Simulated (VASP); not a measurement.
# Ta2Si (I4/mcm) in VASP: further runs, part 2 of 2

VASP 6.6.1. Earlier steps stand in the parts before.

## (4) Single point, r2SCAN (15.05 Å³/atom)

This run uses another cell than the first one, of 15.05 Å³/atom.

POSCAR

```
Ta2Si
1.0
   -3.0226109256      3.0226109256      2.4707810606
    3.0226109256     -3.0226109256      2.4707810606
    3.0226109256      3.0226109256     -2.4707810606
Ta Si
4 2
Direct
    0.6628384898      0.8371615102      0.5000000000
    0.8371615102      0.3371615102      0.1743230203
    0.3371615102      0.1628384898      0.5000000000
    0.1628384898      0.6628384898      0.8256769797
    0.2500000000      0.2500000000      0.0000000000
    0.7500000000      0.7500000000      0.0000000000
```

INCAR.step1

```
PREC     = Accurate       # precision mode
ENCUT    = 520            # plane-wave cutoff, eV
ISMEAR   = 0              # smearing method
SIGMA    = 0.1            # smearing width, eV
LREAL    = F              # projectors in reciprocal space
LASPH    = T              # aspherical terms in the spheres
NELM     = 60             # most SCF steps
NBANDS   = 35             # bands
GGA      = PE             # functional
ALGO     = Normal         # electronic algorithm
EDIFF    = 1E-4           # SCF threshold, eV
LWAVE    = T              # write WAVECAR
LCHARG   = F              # write CHGCAR
```

INCAR.step2

```
PREC     = Accurate       # precision mode
ENCUT    = 520            # plane-wave cutoff, eV
EDIFF    = 1E-7           # SCF threshold, eV
ISMEAR   = 0              # smearing method
SIGMA    = 0.1            # smearing width, eV
LREAL    = F              # projectors in reciprocal space
LASPH    = T              # aspherical terms in the spheres
NELM     = 60             # most SCF steps
ALGO     = Normal         # electronic algorithm
ISIF     = 2              # what is computed and relaxed
LWAVE    = F              # write WAVECAR
LCHARG   = T              # write CHGCAR
METAGGA  = R2SCAN         # meta-GGA
LMIXTAU  = T            
LELF     = T              # ELF
LVHAR    = T            
NBANDS   = 35             # bands
ISTART   = 1
```

KPOINTS

```
Automatic mesh
0
Gamma
  10 10 10
```

On the command line:

```
> cat potpaw_PBE.64/Ta_pv/POTCAR potpaw_PBE.64/Si/POTCAR > POTCAR
> cp INCAR.step1 INCAR
> mpirun -np 1 vasp_std > vasp.out
> cp INCAR.step2 INCAR
> mpirun -np 1 vasp_std > vasp.out
```

Wall time 12 min (1 thread of Intel Xeon 6975P-C (Granite Rapids), shared host); peak memory 0.43 GiB.

Results (log left out):

| Quantity | Value |
| --- | --- |
| Free energy | -215.1967 eV |
| Pressure | 16.6 GPa |
| Largest force | 0.007 eV/Å |
| Band gap on the k mesh | zero (bands 26 and 27 overlap by 0.93 eV) |

Forces in eV/Å, atoms in the order of the input:
```
Ta  -0.005  0.005  0.000
Ta  -0.005 -0.005  0.000
Ta   0.005 -0.005  0.000
Ta   0.005  0.005  0.000
Si   0.000  0.000  0.000
Si   0.000  0.000  0.000
```

Stress tensor (GPa, compression positive):
```
16.62  0.00  0.00
 0.00 16.62  0.00
 0.00  0.00 16.54
```

Levels at points of the mesh, in eV from the Fermi level:
```csv
k point,band 22,band 23,band 24,band 25,band 26,band 27,band 28,band 29,band 30,band 31
"(0.00, 0.00, 0.00)",-2.81,-2.81,-2.28,0.23,0.30,1.06,1.52,1.52,1.79,1.79
"(0.50, 0.00, 0.00)",-2.32,-2.24,-2.24,-1.18,-1.18,0.77,0.77,2.17,2.17,3.14
"(0.50, 0.50, 0.00)",-2.47,-2.20,-1.64,-0.21,0.01,0.10,0.70,1.57,2.06,3.71
"(0.50, 0.50, 0.50)",-1.71,-1.20,-1.20,-1.17,-1.17,-0.28,0.27,0.79,0.79,3.20
```

Caveat: the cell stands under pressure; the PAW data sets were made with another functional, which shifts forces and pressure a little; spin-orbit coupling is left out, which moves the levels of the heavy elements.

## (5) Single point, r2SCAN (14.09 Å³/atom)

This run uses another cell than the first one, of 14.09 Å³/atom.

POSCAR

```
Ta2Si
1.0
   -2.9582931268      2.9582931268      2.4147444071
    2.9582931268     -2.9582931268      2.4147444071
    2.9582931268      2.9582931268     -2.4147444071
Ta Si
4 2
Direct
    0.6620648025      0.8379351975      0.5000000000
    0.8379351975      0.3379351975      0.1758703951
    0.3379351975      0.1620648025      0.5000000000
    0.1620648025      0.6620648025      0.8241296049
    0.2500000000      0.2500000000      0.0000000000
    0.7500000000      0.7500000000      0.0000000000
```

INCAR.step1

```
SYSTEM = Ta2Si
PREC = Accurate
ENCUT = 520
ISMEAR = 0
SIGMA = 0.1
LREAL = .False.
LASPH = .True.
NELM = 60
NBANDS = 35
GGA = PE
ALGO = Normal
EDIFF = 1E-4
LWAVE = .True.
LCHARG = .False.
```

INCAR.step2

```
SYSTEM = Ta2Si
PREC = Accurate
ENCUT = 520
EDIFF = 1E-6
ISMEAR = 0
SIGMA = 0.1
LREAL = .False.
LASPH = .True.
NELM = 60
ALGO = Normal
ISIF = 2
LWAVE = .False.
LCHARG = .False.
METAGGA = R2SCAN
LMIXTAU = .True.
NBANDS = 35
ISTART = 1
```

KPOINTS

```
regular mesh
0
Gamma
  10 10 10
  0 0 0
```

On the command line:

```
> cat potpaw_PBE.64/Ta_pv/POTCAR potpaw_PBE.64/Si/POTCAR > POTCAR
> cp INCAR.step1 INCAR
> mpirun -np 1 vasp_std > vasp.out
> cp INCAR.step2 INCAR
> mpirun -np 1 vasp_std > vasp.out
```

Wall time 6.9 min (1 thread of Intel Xeon 6975P-C (Granite Rapids), shared host); peak memory 0.38 GiB.

The run converged. Its results:

* Free energy: -214.2254 eV
* Pressure: 38.4 GPa
* Largest force: 0.011 eV/Å
* Band gap on the k mesh: zero (bands 26 and 27 overlap by 1.00 eV)

Forces on the atoms (eV/Å):
```
Ta  -0.008  0.008  0.000
Ta  -0.008 -0.008  0.000
Ta   0.008 -0.008  0.000
Ta   0.008  0.008  0.000
Si   0.000  0.000  0.000
Si   0.000  0.000  0.000
```

Stress tensor (GPa, compression positive):
```
38.45  0.00  0.00
 0.00 38.45  0.00
 0.00  0.00 38.35
```

Levels at points of the mesh, in eV from the Fermi level:
```tsv
k point	band 24	band 25	band 26	band 27	band 28	band 29
(0.00, 0.00, 0.00)	-2.36	0.23	0.33	1.13	1.57	1.57
(0.50, 0.00, 0.00)	-2.43	-1.12	-1.12	0.76	0.76	2.31
(0.50, 0.50, 0.00)	-1.65	-0.30	-0.01	0.10	0.71	1.71
(0.50, 0.50, 0.50)	-1.28	-1.27	-1.27	-0.38	0.16	0.78
```

Caveat: the cell stands under pressure; the PAW data sets were made with another functional, which shifts forces and pressure a little; spin-orbit coupling is left out, which moves the levels of the heavy elements.

## (6) Single point, r2SCAN (14.57 Å³/atom)

This run uses another cell than the first one, of 14.57 Å³/atom.

POSCAR

```
Ta2Si
1.0
   -2.9908059601      2.9908059601      2.4430695073
    2.9908059601     -2.9908059601      2.4430695073
    2.9908059601      2.9908059601     -2.4430695073
Ta Si
4 2
Direct
    0.6624664501      0.8375335499      0.5000000000
    0.8375335499      0.3375335499      0.1750670998
    0.3375335499      0.1624664501      0.5000000000
    0.1624664501      0.6624664501      0.8249329002
    0.2500000000      0.2500000000      0.0000000000
    0.7500000000      0.7500000000      0.0000000000
```

INCAR.step1

```
PREC = Accurate
ENCUT = 520
ISMEAR = 0
SIGMA = 0.1
LREAL = F
LASPH = T
NELM = 80
NBANDS = 35
GGA = PE
ALGO = Normal
EDIFF = 1E-4
LWAVE = T
LCHARG = F
```

INCAR.step2

```
PREC = Accurate
ENCUT = 520
EDIFF = 1E-7
ISMEAR = 0
SIGMA = 0.1
LREAL = F
LASPH = T
NELM = 80
ALGO = Normal
ISIF = 2
LWAVE = F
LCHARG = F
METAGGA = R2SCAN
LMIXTAU = T
NBANDS = 35
ISTART = 1
```

KPOINTS

```
regular mesh
0
Gamma
  10 10 10
```

Potentials or basis: VASP PAW PBE potentials, release 64 (Ta_pv, Si).

On the command line:

```
> cat potpaw_PBE.64/Ta_pv/POTCAR potpaw_PBE.64/Si/POTCAR > POTCAR
> cp INCAR.step1 INCAR
> mpirun -np 1 vasp_std > vasp.out
> cp INCAR.step2 INCAR
> mpirun -np 1 vasp_std > vasp.out
```

It took 7.4 min on 1 thread of Intel Xeon 6975P-C (Granite Rapids), shared host; peak memory 0.38 GiB.

Results (log left out):

* Free energy: -214.8090 eV
* Pressure: 26.7 GPa
* Largest force: 0.009 eV/Å
* Band gap on the k mesh: zero (bands 26 and 27 overlap by 1.00 eV)

Forces on the atoms (eV/Å):
```
Ta  -0.006  0.006  0.000
Ta  -0.006 -0.006  0.000
Ta   0.006 -0.006  0.000
Ta   0.006  0.006  0.000
Si   0.000  0.000  0.000
Si   0.000  0.000  0.000
```

Stress tensor (GPa, compression positive):
```
26.73  0.00  0.00
 0.00 26.73  0.00
 0.00  0.00 26.64
```

Levels at points of the mesh, in eV from the Fermi level:
```
           k point  band 22  band 23  band 24  band 25  band 26  band 27  band 28  band 29  band 30  band 31
(0.00, 0.00, 0.00)    -2.83    -2.83    -2.32     0.23     0.32     1.10     1.55     1.55     1.84     1.84
(0.50, 0.00, 0.00)    -2.41    -2.33    -2.33    -1.16    -1.16     0.77     0.77     2.24     2.24     3.24
(0.50, 0.50, 0.00)    -2.59    -2.18    -1.65    -0.25     0.00     0.10     0.71     1.64     2.13     3.86
(0.50, 0.50, 0.50)    -1.79    -1.25    -1.24    -1.22    -1.22    -0.33     0.22     0.79     0.79     3.35
```

Caveat: the cell stands under pressure; the PAW data sets were made with another functional, which shifts forces and pressure a little; spin-orbit coupling is left out, which moves the levels of the heavy elements.

## (7) Overview

| cell | gap on the mesh (eV) | pressure (GPa) | largest force (eV/Å) |
| --- | --- | --- | --- |
| a = 5.025 Å, angles 104.5, 104.5, 119.9°, 6 atoms, atomic positions A | none | 2.5 | - |
| a = 5.040 Å, angles 104.5, 104.5, 119.9°, 6 atoms, atomic positions A | none | 0.5 | - |
| a = 4.937 Å, angles 104.5, 104.5, 119.9°, 6 atoms, atomic positions A | none | 16.6 | 0.01 |
| a = 4.831 Å, angles 104.5, 104.5, 120.0°, 6 atoms, atomic positions B | none | 38.4 | 0.01 |
| a = 4.885 Å, angles 104.5, 104.5, 120.0°, 6 atoms, atomic positions A | none | 26.7 | 0.01 |

Alike in all rows: task single point; level r2SCAN; potentials or basis VASP PAW PBE potentials, release 64 (Ta_pv, Si); no spin polarisation; k mesh 10 × 10 × 10; cutoff (eV) 520; smearing gaussian 0.1 eV.

Caveats: the PAW data sets were made with another functional, which shifts forces and pressure a little; spin-orbit coupling is left out, which moves the levels of the heavy elements; the cell stands under pressure (at least some runs).

Total energies depend on the potentials used, so only differences within one code and one set of settings carry meaning.
